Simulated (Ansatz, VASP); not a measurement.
**Two plane-wave programs on Cd**

```
Cd
1.0
     2.92224    0.00000    0.00000
     0.00000    2.92224    0.00000
     0.00000    0.00000    2.92224
Cd
1
Cartesian
  0.0000 0.0000 0.0000
```

Alike in both runs: task relaxation of cell and atoms; functional PBE; k mesh 14 × 14 × 14; occupations fermi-dirac, width 0.08 eV; no spin polarisation.

```csv
,VASP,Ansatz
version,VASP 6.6.1,Ansatz 0.2.0
potentials or method,"VASP PAW PBE potentials, release 64 (Cd)","PAW with Ansatz's default frozen-core files, scalar-relativistic"
plane-wave cutoff (eV),600,420
valence electrons in the cell,12,20
```

VASP gave:

```
relaxed volume (Å³/atom)                                     : 27.02
relaxed cell length with the largest relative difference (Å) : 3.001
```

**Question.** What did Ansatz give for the same quantities?

**Answer.** Relaxed volume (Å³/atom): 26.90; relaxed cell length with the largest relative difference (Å): 2.996.

VASP's potentials hold 12 valence electrons a cell and Ansatz's 20, so a difference there can come from the potentials and not from the codes.
